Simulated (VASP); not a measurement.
Runs of VASP 6.6.1 on GaN. The structure is that of space group Fm-3m (No. 225), or close to it. The cells are those of the table. 

```csv
cell,gap on the mesh (eV),pressure (GPa)
"a = 3.021, b = 3.021, c = 2.929 Å, angles 61.0, 61.0, 58.0°, 2 atoms",(b),8.8
"a = 3.088, b = 3.088, c = 3.110 Å, angles 59.8, 59.8, 60.5°, 2 atoms",none,-12.4
"a = 3.110 Å, angles 60.0°, 2 atoms",none,-14.6
"a = 3.043, b = 3.043, c = 2.974 Å, angles 60.7, 60.7, 58.5°, 2 atoms",0.24,1.2
"a = 2.997, b = 2.997, c = 2.974 Å, angles 60.3, 60.3, 59.5°, 2 atoms",(a),(c)
```

Alike in all rows: task single point; level PBE; potentials or basis VASP PAW PBE potentials, release 64 (Ga_d, N); no spin polarisation; k mesh 14 × 14 × 14; cutoff (eV) 520; smearing gaussian 0.05 eV.

Estimate the missing entries.

(a) 0.52; (b) 0.37; (c) 7.3.

A k mesh can miss the band edges, and the runs leave out spin-orbit coupling on Ga.

A gap of «none» marks levels without a gap at the run's occupations.
